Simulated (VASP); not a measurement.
A run of VASP 6.6.1:

The input INCAR:

```
  PREC = Accurate
  ENCUT = 520
  EDIFF = 1E-7
  ISMEAR = 1
  SIGMA = 0.03
  LREAL = False
  LASPH = True
  NELM = 60
  ALGO = Normal
  ISIF = 2
  LWAVE = False
  LCHARG = False
  GGA = CA
  NBANDS = 32
```

File KPOINTS:

```
Automatic mesh
0
Gamma
  11 11 6
```

Contents of POSCAR:

```
Lu
1.0
    3.3823924653      0.0000000000      0.0000000000
   -1.6911962327      2.9292378005      0.0000000000
    0.0000000000      0.0000000000      5.2524129119
Lu
2
Direct
    0.3333333333      0.6666666667      0.2500000000
    0.6666666667      0.3333333333      0.7500000000
```

Potentials or basis: VASP PAW PBE potentials, release 64 (Lu).

Run with:

```sh
$ cat potpaw_PBE.64/Lu/POTCAR > POTCAR
$ mpirun -np 1 vasp_std > vasp.out
```

Hardware: 1 thread of Intel(R) Xeon(R) 6975P-C (Granite Rapids) (shared host).

Estimate the wall time of this run.

It took 44 s on 1 thread of Intel(R) Xeon(R) 6975P-C (Granite Rapids) (shared host), peak memory 0.22 GiB. Counts: scf iterations 13, k points 64.
